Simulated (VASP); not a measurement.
Here is a VASP 6.6.1 calculation.

INCAR

```
  PREC = Accurate
  ENCUT = 520
  EDIFF = 1E-6
  ISMEAR = 0
  SIGMA = 0.02
  LREAL = F
  LASPH = T
  NELM = 60
  ALGO = Normal
  ISIF = 2
  LWAVE = F
  LCHARG = T
  GGA = CA
  LELF = T
  LVHAR = T
  NBANDS = 44
```

File KPOINTS:

```
regular mesh
0
Gamma
  6 6 6
```

POSCAR

```
SiO2
1.0
   -4.3662230959      4.3662230959      2.5552149762
    4.3662230959     -4.3662230959      2.5552149762
    4.5634414914      4.5634414914     -2.5552149762
Si O
4 8
Direct
    0.1767080464      0.1767080464      0.3534160927
    0.8251357728      0.1748642272      0.0000000000
    0.1748642272      0.8251357728      0.0000000000
    0.8232919536      0.8232919536      0.6465839073
    0.5000000000      0.5000000000      0.5000000000
    0.0000000000      0.5000000000      0.0000000000
    0.5000000000      0.0000000000      0.0000000000
    0.0000000000      0.0000000000      0.5000000000
   -0.0006387198      0.2083619505      0.2077232307
    0.7916380495      0.0006387198      0.7922767693
    0.2083619505     -0.0006387198      0.2077232307
    0.0006387198      0.7916380495      0.7922767693
```

Potentials or basis: VASP PAW LDA potentials, release 64 (Si, O).

Command:

```console
$ cat potpaw_LDA.64/Si/POTCAR potpaw_LDA.64/O/POTCAR > POTCAR
$ mpirun -np 1 vasp_std > vasp.out
```

(1) What does it give for the band gap on the k mesh?

(2) What does it give for the pressure?

(3) Predict the largest force.

Answers

(1) 5.29 eV.

(2) 3.0 GPa.

(3) 0.033 eV/Å.

Caveat: the cell differs from its parent crystal (biaxial strain in the a-b plane: -2.0 %, then relaxed in part); the cell stands under pressure.
